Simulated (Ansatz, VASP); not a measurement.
# One calculation of PbS, two programs

```
Pb S
1.0
     3.60541    0.00000    0.00000
     0.00000    3.60541    0.00000
     0.00000    0.00000    3.60541
Pb S
1 1
Direct
  0.00000 0.00000 0.00000
  0.50000 0.50000 0.50000
```

Alike in both runs: task single point; functional r2SCAN; dispersion D3(BJ); k mesh 10 × 10 × 10; occupations gaussian, width 0.05 eV; no spin polarisation.

|  | VASP | Ansatz |
| --- | --- | --- |
| version | VASP 6.6.1 | Ansatz 0.2.0 |
| potentials or method | VASP PAW PBE potentials, release 64 (Pb_d, S), cutoff 550 eV | scalar-relativistic, plane waves, PAW |
| valence electrons in the cell | 20 | 20 |

|  | VASP | Ansatz | Ansatz less VASP |
| --- | --- | --- | --- |
| gap on the k mesh at the Fermi level (eV) | none | none | - |
| pressure (GPa) | 0.3 | 0.3 | -0.02 |

VASP's potentials were made for PBE, not for r2SCAN. A gap of «none» marks a metal or a gap that the smearing closes. Ansatz's warnings: dispersion damping borrowed.

Spin-orbit coupling is off throughout.
